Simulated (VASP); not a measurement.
A run of VASP 6.6.1:

Contents of INCAR:

```
PREC = Accurate
ENCUT = 520
EDIFF = 1E-6
ISMEAR = 0
SIGMA = 0.05
LREAL = Auto
LASPH = T
NELM = 60
ALGO = Normal
ISIF = 2
LWAVE = F
LCHARG = F
LDIPOL = T
IDIPOL = 3
DIPOL = 0.5 0.5 0.349
NBANDS = 45
```

Contents of KPOINTS:

```
Automatic mesh
0
Gamma
  4 8 1
```

POSCAR

```
Si3H2C4
1.0
    6.1223116280      0.0000000000      0.0000000000
    0.0000000000      3.0611558140      0.0000000000
    0.0000000000      0.0000000000     19.9960979072
C Si H
8 6 4
Direct
    0.5000000000      0.5000000000      0.2326656844
    0.0000000000      0.5000000000      0.2326656844
    0.7500000000      0.0000000000      0.3409150060
    0.2500000000      0.0000000000      0.3409150060
   -0.0063135948      0.5000000000      0.4566356879
    0.5051820019      0.5000000000      0.4373067098
    0.3888835423      0.0000000000      0.5313750920
    0.6095249076      0.0000000000      0.5459779411
    0.2500000000      0.5000000000      0.2867903452
    0.7500000000      0.5000000000      0.2867903452
    0.5015330342      0.0000000000      0.3894737084
   -0.0035031181      0.0000000000      0.3978411510
    0.7186286634      0.5000000000      0.5052264951
    0.2701547425      0.5000000000      0.4974485775
    0.5000000000      0.2236746754      0.1987605550
    0.5000000000      0.7763253246      0.1987605550
    0.0000000000      0.7759774367      0.1986431602
    0.0000000000      0.2240225633      0.1986431602
```

Potentials or basis: VASP PAW LDA potentials, release 64 (C, Si, H).

Command:

```bash
$ cat potpaw_LDA.64/C/POTCAR potpaw_LDA.64/Si/POTCAR potpaw_LDA.64/H/POTCAR > POTCAR
$ mpirun -np 1 vasp_std > vasp.out
```

Hardware: 1 thread of Intel Xeon 6975P-C (shared host).

Problem. How long does it take, and how much memory?

Solution. Wall time 8.1 min on 1 thread of Intel Xeon 6975P-C (shared host), peak memory 0.41 GiB. Counts: scf iterations 26, k points 15.
